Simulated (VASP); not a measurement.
# Al (C2/c) in VASP: further runs

The runs below take Al through single point, with PBEsol.

Everything below comes from runs of VASP 6.6.1. Logs are shortened: lines on timing, memory, paths and dates and some standing lists are left out, and cuts for length are marked.

## 1. The cell of the first run

The structure is monoclinic, space group C2/c (No. 15). Conventional cell: a = 2.844 Å, b = 4.913 Å, c = 9.348 Å, α = 90.00°, β = 98.58°, γ = 90.00°. Within 3.5 Å of Al (site symmetry -1) lie 12 Al at 2.68 to 3.02 Å. Within 3.5 Å of Al (site symmetry 2) lie 12 Al at 2.68 to 3.02 Å.

## 2. Single point, PBEsol (strain -0.1500 x Voigt [0, 0, 0, 0, 1, 0])

INCAR reads:

```
SYSTEM = Al
  PREC = Accurate
  ENCUT = 520
  EDIFF = 1E-7
  ISMEAR = 0
  SIGMA = 0.15
  LREAL = .False.
  LASPH = .True.
  NELM = 100
  ALGO = Fast
  ISIF = 2
  LWAVE = .False.
  LCHARG = .False.
  GGA = PS
  NBANDS = 14
```

KPOINTS reads:

```
Automatic mesh
0
Gamma
  18 18 6
  0 0 0
```

POSCAR reads:

```
Al
1.0
    2.8362844918      0.0000000000     -0.2127213369
   -1.4181422459      2.4562944222      0.1063606684
   -0.6991612092      0.0000000000      9.3221494563
Al
4
Direct
    0.0000000000      0.0000000000      0.0000000000
    0.3333333333      0.6666666667      0.2500000000
    0.0000000000      0.0000000000      0.5000000000
    0.6666666667      0.3333333333      0.7500000000
```

Potentials or basis: VASP PAW PBE potentials, release 64 (Al).

Started as:

```sh
$ cat potpaw_PBE.64/Al/POTCAR > POTCAR
$ mpirun -np 1 vasp_std > vasp.out
```

OUTCAR:

```text
SYSTEM = Al
   PREC = Accurate
   ENCUT = 520
   EDIFF = 1E-7
   ISMEAR = 0
   LREAL = .False.
   LASPH = .True.
   NELM = 100
   ISIF = 2
   GGA = PS

 ion  position               nearest neighbor table
   1  0.000  0.000  0.000-   2 2.68   4 2.68   2 2.85   4 2.85   4 3.02   2 3.02
   2  0.333  0.667  0.250-   1 2.68   3 2.68   1 2.85   3 2.85   3 3.02   1 3.02
   3  0.000  0.000  0.500-   4 2.68   2 2.68   4 2.85   2 2.85   2 3.02   4 3.02
   4  0.667  0.333  0.750-   1 2.68   3 2.68   1 2.85   3 2.85   3 3.02   1 3.02

  LATTYP: Found a base centered monoclinic cell.
 ALAT       =     2.8442503556
 B/A-ratio  =     1.7271998700
 C/A-ratio  =     3.2867469689
 COS(beta)  =    -0.1491609695

  Lattice vectors:

 A1 = (   1.4181422459,  -2.4562944222,  -0.1063606684)
 A2 = (   1.4181422459,   2.4562944222,  -0.1063606685)
 A3 = (  -0.6991612092,   0.0000000000,   9.3221494563)

Analysis of symmetry for initial positions (statically):
=====================================================================
 Subroutine PRICEL returns:
 Original cell was already a primitive cell.

 Routine SETGRP: Setting up the symmetry group for a
 base centered monoclinic supercell.

 Subroutine GETGRP returns: Found  4 space group operations
 (whereof  2 operations were pure point group operations)
 out of a pool of  4 trial point group operations.

The static configuration has the point symmetry S_2 .
 The point group associated with its full space group is C_2h.

Analysis of symmetry for dynamics (positions and initial velocities):
=====================================================================
 Subroutine PRICEL returns:
 Original cell was already a primitive cell.

 Routine SETGRP: Setting up the symmetry group for a
 base centered monoclinic supercell.

 Subroutine GETGRP returns: Found  4 space group operations
 (whereof  2 operations were pure point group operations)
 out of a pool of  4 trial point group operations.

The dynamic configuration has the point symmetry S_2 .
 The point group associated with its full space group is C_2h.

 Subroutine INISYM returns: Found  4 space group operations
 (whereof  2 operations are pure point group operations),
 and found     1 'primitive' translations

----------------------------------------------------------------------------------------

                                     Primitive cell

  volume of cell :      64.5798

  direct lattice vectors                    reciprocal lattice vectors
     2.836284492  0.000000000 -0.212721337     0.354568388  0.203558660  0.026592629
    -1.418142246  2.456294422  0.106360668     0.000000000  0.407117319  0.000000000
    -0.699161209  0.000000000  9.322149456     0.008090866  0.000000000  0.107878212

  length of vectors
     2.844250356  2.838278054  9.348331235     0.409709699  0.407117319  0.108181194

  position of ions in fractional coordinates (direct lattice)
     0.000000000  0.000000000  0.000000000
     0.333333333  0.666666667  0.250000000
     1.000000000  0.000000000  0.500000000
     0.666666667  0.333333333  0.750000000

  ion indices of the primitive-cell ions
   primitive index   ion index
                 1           1
                 2           2
                 3           3
                 4           4

----------------------------------------------------------------------------------------

 KPOINTS: Automatic mesh

Automatic generation of k-mesh.
 Grid dimensions read from file:
 generate k-points for:   18   18    6

 Generating k-lattice:

  Cartesian coordinates                     Fractional coordinates (reciprocal lattice)
     0.019698244  0.011308814  0.001477368     0.055555556  0.000000000 -0.000000000
     0.000000000  0.022617629  0.000000000     0.000000000  0.055555556  0.000000000
     0.001348478  0.000000000  0.017979702     0.000000000  0.000000000  0.166666667

  Length of vectors
     0.022761650  0.022617629  0.018030199

  Shift w.r.t. Gamma in fractional coordinates (k-lattice)
     0.000000000  0.000000000  0.000000000

 Subroutine IBZKPT returns following result:
 ===========================================

 Found    524 irreducible k-points:

 Following reciprocal coordinates:
            Coordinates               Weight
  0.000000  0.000000  0.000000      1.000000
  0.055556  0.000000  0.000000      4.000000
  0.111111  0.000000  0.000000      4.000000
  0.166667  0.000000  0.000000      4.000000
  0.222222  0.000000  0.000000      4.000000
  0.277778  0.000000  0.000000      4.000000
[... 16 lines left out ...]
 -0.333333  0.055556  0.000000      4.000000
 -0.277778  0.055556 -0.000000      4.000000
 [... further k-points ...]
   k-points           NKPTS =    524   k-points in BZ     NKDIM =    524   number of bands    NBANDS=     14
   number of dos      NEDOS =    301   number of ions     NIONS =      4
   total plane-waves  NPLWV =  40320
   dimension x,y,z NGX =    24 NGY =   24 NGZ =   70
   dimension x,y,z NGXF=    48 NGYF=   48 NGZF=  140
   ions per type =               4
   NGX,Y,Z   is equivalent  to a cutoff of  14.03, 14.06, 12.45 a.u.
   NGXF,Y,Z  is equivalent  to a cutoff of  28.06, 28.11, 24.90 a.u.
 SYSTEM =  Al
   PREC   = accura    normal or accurate (medium, high low for compatibility)
   ISTART =      0    job   : 0-new  1-cont  2-samecut
   ICHARG =      2    charge: 1-file 2-atom 10-const
   ISPIN  =      1    spin polarized calculation?
   LNONCOLLINEAR =      F non collinear calculations
   LSORBIT =      F    spin-orbit coupling
   LASPH  =      T    aspherical Exc in radial PAW
   ENCUT  =  520.0 eV  38.22 Ry    6.18 a.u.   5.29  5.28 17.38*2*pi/ulx,y,z
   NELM   =    100;   NELMIN=  2; NELMDL= -5     # of ELM steps
   EDIFF  = 0.1E-06   stopping-criterion for ELM
   LREAL  =      F    real-space projection
   EDIFFG = 0.1E-05   stopping-criterion for IOM
   NSW    =      0    number of steps for IOM
   IBRION =     -1    ionic relax: 0-MD 1-quasi-New 2-CG
   NFREE  =      0    steps in history (QN), initial steepest desc. (CG)
   ISIF   =      2    stress and relaxation
   ISYM   =      2    0-nonsym 1-usesym 2-fastsym
   POTIM  = 0.5000    time-step for ionic-motion
   TEBEG  =    0.0;   TEEND  =   0.0 temperature during run
   PSTRESS=    0.0 pullay stress
   NELECT =      12.0000    total number of electrons
   NUPDOWN=      -1.0000    fix difference up-down
   EMIN   =  10.00;   EMAX   =-10.00  energy-range for DOS
   EFERMI =   0.00;   METHOD = LEGACY
   ISMEAR =     0;   SIGMA  =   0.15  broadening in eV -4-tet -1-fermi 0-gaus
   EFERMI_NEDOS =   21; number of points for ismear=-14 and -15
   IALGO  =     68    algorithm
   IMIX   =      4    mixing-type and parameters
     AMIX     =   0.40;   BMIX     =  1.00
     AMIX_MAG =   1.60;   BMIX_MAG =  1.00
  volume/ion in A,a.u.               =      16.14       108.95
  Fermi-wavevector in a.u.,A,eV,Ry     =   0.934193  1.765368 11.874020  0.872716
  Thomas-Fermi vector in A             =   2.060972
   LORBIT       =      0    0 simple, 1 ext, 2 COOP (PROOUT), +10 PAW based schemes
   GGA     = PS    functional components
   LHFCALC =     F    Hartree Fock is set to
   AEXX    =    0.0000 exact exchange contribution
   IVDW    =     0    specifies the selected vdW correction
   LEPSILON=     F    determine dielectric tensor
   LRPA    =     F    only Hartree local field effects (RPA)
 non-spin polarized calculation
 RMM-DIIS sequential band-by-band and
 Gauss-broadening in eV      SIGMA  =   0.15
  energy-cutoff  :      520.00
  volume of cell :       64.58
 maximum number of plane-waves:      1758
 NGX is ok and might be reduce to    24
   NGX = 11   NGY = 11   NGZ = 35

 number of electron      12.0000000 magnetization

 Free energy of the ion-electron system (eV)
  ---------------------------------------------------
  ext. energy  EPLUGINS =         0.00000000
  ---------------------------------------------------
  free energy    TOTEN  =       -16.20306056 eV

  energy without entropy =      -16.18632517  energy(sigma->0) =      -16.19469286

 E-fermi :   8.1302     XC(G=0): -10.3338

 val. band max:        8.1300217519   @ k =   0.3333   0.1111   0.1667
 cond. band min:       8.1311386284   @ k =  -0.1667   0.5000   0.3333
 fundamental gap:      0.0011168765
 Fermi energy:         8.1302097521

 k-point     1 :       0.0000    0.0000    0.0000
  band No.  band energies     occupation
      1      -3.1066      2.00000
      2      -1.3860      2.00000
      3      -1.3855      2.00000
      4       3.5032      2.00000
      5       3.8144      2.00000
      6      11.6890      0.00000
      7      11.6900      0.00000
      8      19.0589      0.00000
      9      19.2104      0.00000
     10      19.2575      0.00000
     11      19.4163      0.00000
     12      19.4768      0.00000
     13      19.7376      0.00000
     14      19.8893      0.00000

 k-point     2 :       0.0556    0.0000    0.0000
  band No.  band energies     occupation
      1      -3.0300      2.00000
      2      -1.4029      2.00000
      3      -1.2174      2.00000
      4       3.4940      2.00000
      5       3.9686      2.00000
      6      11.5106      0.00000
      7      11.9862      0.00000
      8      17.6107      0.00000
      9      17.7760      0.00000
     10      18.0955      0.00000
     11      18.7142      0.00000
     12      19.4351      0.00000
     13      19.6543      0.00000
     14      19.7837      0.00000
[... 343 lines left out ...]
      1      -0.7467      2.00000
      2       0.3972      2.00000
      3       1.4858      2.00000
      4       4.8236      2.00000
      5       6.8023      2.00000
      6       8.6593      0.00000
      7       9.0614      0.00000
      8      11.1745      0.00000
      9      12.2165      0.00000
     10      12.7654      0.00000
     11      13.5811      0.00000
     12      14.0682      0.00000
     13      15.6750      0.00000
     14      16.1282      0.00000

 k-point    24 :      -0.2778    0.0556   -0.0000
  band No.  band energies     occupation
      1      -1.5029      2.00000
      2      -0.2610      2.00000
      3       0.6535      2.00000
      4       4.2797      2.00000
      5       6.0363      2.00000
      6      10.3592      0.00000
      7      10.7258      0.00000
      8      11.9692      0.00000
      9      13.0303      0.00000
     10      13.7425      0.00000
     11      14.0953      0.00000
     12      14.7564      0.00000
     13      15.3180      0.00000
     14      16.7108      0.00000

 [... further k-points ...]

------------------------ aborting loop because EDIFF is reached ----------------------------------------

  FORCE on cell =-STRESS in cart. coord.  units (eV):
  Direction    XX          YY          ZZ          XY          YZ          ZX
  --------------------------------------------------------------------------------------
  -------------------------------------------------------------------------------------
  Total        0.5950742      0.3327256      1.1592904      0.0000000     -0.0000000      1.6692147
  in kB       14.7633617      8.2546829     28.7611570      0.0000000     -0.0000000     41.4120108
  external PRESSURE =      17.2597338 kB  Pullay stress =       0.0000000 kB

 VOLUME and BASIS-vectors are now :
 -----------------------------------------------------------------------------
  energy-cutoff  :      520.00
  volume of cell :       64.58
      direct lattice vectors                 reciprocal lattice vectors
     2.836284492  0.000000000 -0.212721337     0.354568388  0.203558660  0.026592629
    -1.418142246  2.456294422  0.106360668     0.000000000  0.407117319  0.000000000
    -0.699161209  0.000000000  9.322149456     0.008090866  0.000000000  0.107878212

 POSITION                                       TOTAL-FORCE (eV/Angst)
 -----------------------------------------------------------------------------------
      0.00000      0.00000      0.00000         0.000000      0.000000      0.000000
     -0.17479      1.63753      2.33054        -0.000000     -0.137358      0.000000
     -0.34958      0.00000      4.66107         0.000000      0.000000      0.000000
      0.89377      0.81876      6.88525        -0.000000      0.137358     -0.000000
 -----------------------------------------------------------------------------------
    total drift:                               -0.000000     -0.000000      0.000000

  FREE ENERGIE OF THE ION-ELECTRON SYSTEM (eV)
  ---------------------------------------------------
  free  energy   TOTEN  =       -16.2030605575 eV

  energy  without entropy=      -16.1863251678  energy(sigma->0) =      -16.19469286
```

Wall time 3 min (1 thread of Intel Xeon 6975P-C (Granite Rapids), shared host); peak memory 0.44 GiB.

What came out:

* Free energy: -16.2031 eV
* Pressure: 1.7 GPa
* Largest force: 0.137 eV/Å
* Band gap on the k mesh: zero (bands 6 and 7 overlap by 5.88 eV)

Forces in eV/Å, atoms in the order of the input:
```
Al   0.000  0.000  0.000
Al   0.000 -0.137  0.000
Al   0.000  0.000  0.000
Al   0.000  0.137  0.000
```

Stress tensor (GPa, compression positive):
```
1.48 0.00 4.14
0.00 0.83 0.00
4.14 0.00 2.88
```

Caveat: the cell differs from its parent crystal (strain -0.1500 x Voigt [0, 0, 0, 0, 1, 0]); the PAW data sets were made with another functional, which shifts forces and pressure a little.

## 3. Single point, PBEsol (strain +0.1312 x Voigt [0, 0, 0, 0, 1, 0])

INCAR reads:

```
ALGO = Fast
EDIFF = 1E-6
ENCUT = 520
GGA = PS
ISIF = 2
ISMEAR = 0
LASPH = True
LCHARG = False
LREAL = False
LWAVE = False
NBANDS = 14
NELM = 80
PREC = Accurate
SIGMA = 0.15
```

KPOINTS reads:

```
k-points
0
Gamma
  18 18 6
```

POSCAR reads:

```
Al
1.0
    2.8362844918      0.0000000000      0.1860602627
   -1.4181422459      2.4562944222     -0.0930301313
    0.6115330043      0.0000000000      9.3221494563
Al
4
Direct
    0.0000000000      0.0000000000      0.0000000000
    0.3333333333      0.6666666667      0.2500000000
    0.0000000000      0.0000000000      0.5000000000
    0.6666666667      0.3333333333      0.7500000000
```

Potentials or basis: VASP PAW PBE potentials, release 64 (Al).

Started as:

```sh
$ cat potpaw_PBE.64/Al/POTCAR > POTCAR
$ mpirun -np 1 vasp_std > vasp.out
```

Run time: 2.6 min. Hardware: 1 thread of Intel Xeon 6975P-C (Granite Rapids), shared host; peak memory 0.44 GiB.

It converged, with:

```
Free energy            : -16.2329 eV
Pressure               : 1.4 GPa
Largest force          : 0.104 eV/Å
Band gap on the k mesh : zero (bands 6 and 7 overlap by 5.75 eV)
```

Forces on the atoms (eV/Å):
```
Al   0.000  0.000  0.000
Al   0.000 -0.104  0.000
Al   0.000  0.000  0.000
Al   0.000  0.104  0.000
```

Stress tensor (GPa, compression positive):
```
 1.17  0.00 -3.45
 0.00  0.72  0.00
-3.45  0.00  2.21
```

Levels at points of the mesh, in eV from the Fermi level:
| k point | band 4 | band 5 | band 6 | band 7 | band 8 | band 9 |
| --- | --- | --- | --- | --- | --- | --- |
| (0.00, 0.00, 0.00) | -4.64 | -4.35 | 3.51 | 3.52 | 10.92 | 11.08 |
| (0.50, 0.00, 0.00) | -4.07 | -3.27 | -2.35 | -0.23 | 0.20 | 2.60 |
| (0.00, 0.50, 0.00) | -3.86 | -3.30 | -3.23 | 0.84 | 1.32 | 1.41 |
| (0.00, 0.00, 0.50) | -7.41 | -0.83 | -0.83 | 8.37 | 8.37 | 10.96 |
| (0.50, 0.00, 0.50) | -4.36 | -2.78 | -2.24 | -0.74 | -0.01 | 2.97 |
| (0.00, 0.50, 0.50) | -4.80 | -1.83 | -1.83 | -1.15 | -1.15 | 4.57 |

Caveat: the cell differs from its parent crystal (strain +0.1312 x Voigt [0, 0, 0, 0, 1, 0]); the PAW data sets were made with another functional, which shifts forces and pressure a little.

[end of part 1 of 2]
